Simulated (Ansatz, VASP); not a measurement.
## Two plane-wave programs on Sb

File INCAR:

```
SYSTEM = Sb
  PREC = Accurate
  ENCUT = 520
  EDIFF = 1E-6
  ISMEAR = 0
  SIGMA = 0.15
  LREAL = .FALSE.
  LASPH = .TRUE.
  NELM = 100
  ALGO = Normal
  ISIF = 2
  LWAVE = .FALSE.
  LCHARG = .FALSE.
  GGA = PS
  NBANDS = 8
```

Contents of KPOINTS:

```
regular mesh
0
G
  18 18 18
  0 0 0
```

POSCAR

```
Sb
1.0
   -1.9836213395      1.8713408863      1.8713408863
    1.9836213395     -1.8713408863      1.8713408863
    1.9836213395      1.8713408863     -1.8713408863
Sb
1
Direct
    0.0000000000      0.0000000000      0.0000000000
```

Input for Ansatz:

```yaml
crystal:
  lattice:
    - [-1.9836213395, 1.8713408863, 1.8713408863]
    - [1.9836213395, -1.8713408863, 1.8713408863]
    - [1.9836213395, 1.8713408863, -1.8713408863]
  atoms:
    - { symbol: Sb, position: [0.0, 0.0, 0.0] }
basis:
  ecutwfc: 420
kpoints:
  mp_grid: { grid: [18, 18, 18] }
hamiltonian:
  xc: pbesol
scf:
  occupations: { method: gaussian, width: 0.15 }
output:
  forces: true
  stress: true
  eigenvalues: true
```

Change from the starting cell: strain +0.0600 x Voigt [1, 0, 0, 0, 0, 0], atoms carried along.

Alike in both runs: task single point; functional PBEsol; k mesh 18 × 18 × 18; occupations gaussian, width 0.15 eV; no spin polarisation.

```csv
,VASP,Ansatz
version,VASP 6.6.1,Ansatz 0.2.0
potentials or method,"VASP PAW PBE potentials, release 64 (Sb), cutoff 520 eV","scalar-relativistic, plane waves, PAW"
valence electrons in the cell,5,15
```

VASP gave:

| Property | Result |
| --- | --- |
| gap on the k mesh at the Fermi level (eV) | none |
| pressure (GPa) | -4.0 |
| traceless stress, the component that is largest in VASP (GPa) | -1.12 |

Which values does Ansatz return?

gap on the k mesh at the Fermi level (eV): none; pressure (GPa): -4.0; traceless stress, the component that is largest in VASP (GPa): -1.11.

VASP's potentials were made for PBE, not for PBEsol. A gap of «none» marks a metal or a gap that the smearing closes. VASP's potentials hold 5 valence electrons a cell and Ansatz's 15, so a difference there can come from the potentials and not from the codes.

Spin-orbit coupling is off throughout.
